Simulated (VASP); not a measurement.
Wanted: the native input for a VASP 6.6.1 run.

| Quantity | Value |
| --- | --- |
| Task | single point |
| Functional | HSE06 |
| Potentials or basis | VASP PAW PBE potentials, release 64 (Ta_pv) |
| Cutoff | 520 eV |
| k mesh | 1 × 1 × 1 |
| Occupations | fermi-dirac, width 0.01 eV |
| Spin | collinear spin |
| Starting moments | [3.0] μB |
| Dipole correction | no |
| Grid for exact exchange (PRECFOCK) | Normal |
| Further INCAR settings | ALGO = Normal; EDIFF = 1e-06; NBANDS = 16; ISYM = 0 |
| Share of exact exchange | 0.25 |
| Screening parameter | 0.2079 1/Å |

System: Ta.

```
Ta
1.0
    14.00000    0.00000    0.00000
     0.00000   14.40000    0.00000
     0.00000    0.00000   14.80000
Ta
1
Direct
  0.50000 0.50000 0.50000
```

One way to write it, as run:

POSCAR

```
Ta
1.0
   14.0000000000      0.0000000000      0.0000000000
    0.0000000000     14.4000000000      0.0000000000
    0.0000000000      0.0000000000     14.8000000000
Ta
1
Direct
    0.5000000000      0.5000000000      0.5000000000
```

INCAR.step1

```
ALGO = Normal
EDIFF = 1E-5
ENCUT = 520
GGA = PE
ISIF = 2
ISMEAR = -1
ISPIN = 2
ISYM = 0
LASPH = T
LMAXMIX = 4
LORBIT = 11
LREAL = F
LWAVE = T
MAGMOM = 3
NBANDS = 16
NELM = 150
PREC = Accurate
SIGMA = 0.01
```

INCAR.step2

```
ALGO = Normal
EDIFF = 1E-6
ENCUT = 520
GGA = PE
HFSCREEN = 0.2079
ISIF = 2
ISMEAR = -1
ISPIN = 2
ISTART = 1
ISYM = 0
LASPH = T
LCHARG = T
LELF = T
LHFCALC = T
LMAXMIX = 4
LORBIT = 11
LREAL = F
LVHAR = T
LWAVE = F
MAGMOM = 3
NBANDS = 16
NELM = 150
PREC = Accurate
PRECFOCK = Normal
SIGMA = 0.01
```

KPOINTS

```
k-points
0
Gamma
  1 1 1
```

Potentials or basis: VASP PAW PBE potentials, release 64 (Ta_pv).

Run with:

```sh
$ cat potpaw_PBE.64/Ta_pv/POTCAR > POTCAR
$ cp INCAR.step1 INCAR
$ mpirun -np 1 vasp_gam > vasp.out
$ cp INCAR.step2 INCAR
$ mpirun -np 1 vasp_gam > vasp.out
```

Results of the run:

| Quantity | Value |
| --- | --- |
| Pressure | 0.0 GPa |
| Band gap on the k mesh | 2.08 eV |
| Net moment | 3.00 μB per cell |
| Site moments | Ta +2.16 μB |
| Valence electrons inside the program's atomic spheres | Ta 8.55 |

Caveat: the PAW data sets were made with another functional, which shifts forces and pressure a little; spin-orbit coupling is left out, which moves the levels of the heavy elements.

Run time: 69 min on 1 thread of Intel Xeon 8259CL, on a shared host, peak memory 2.9 GiB.
